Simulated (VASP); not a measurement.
Here is a VASP 6.6.1 calculation.

Contents of INCAR:

```
SYSTEM = MgO
ALGO = Normal ; EDIFF = 1E-6
ENCUT = 600 ; GGA = PE
GGA_COMPAT = .FALSE. ; ISIF = 2
ISMEAR = 1 ; LASPH = .TRUE.
LCHARG = .FALSE. ; LREAL = .FALSE.
LWAVE = .FALSE. ; NBANDS = 11
NELM = 120 ; PREC = Accurate
SIGMA = 0.3
```

File KPOINTS:

```
k-points
0
G
  9 9 9
  0 0 0
```

POSCAR

```
MgO
1.0
    0.0000000000      2.1064000000      2.1064000000
    2.1064000000      0.0000000000      2.1064000000
    2.1064000000      2.1064000000      0.0000000000
Mg O
1 1
Direct
    0.0000000000      0.0000000000      0.0000000000
    0.5000000000      0.5000000000      0.5000000000
```

Potentials or basis: VASP PAW PBE potentials, release 64 (Mg, O).

Run with:

```bash
$ cat potpaw_PBE.64/Mg/POTCAR potpaw_PBE.64/O/POTCAR > POTCAR
$ mpirun -np 1 vasp_std > vasp.out
```

Estimate the band gap on the k mesh.

4.72 eV, direct.

Estimate the pressure.

3.6 GPa.

A hybrid or GW would open this gap; PBE tends to underestimate it.
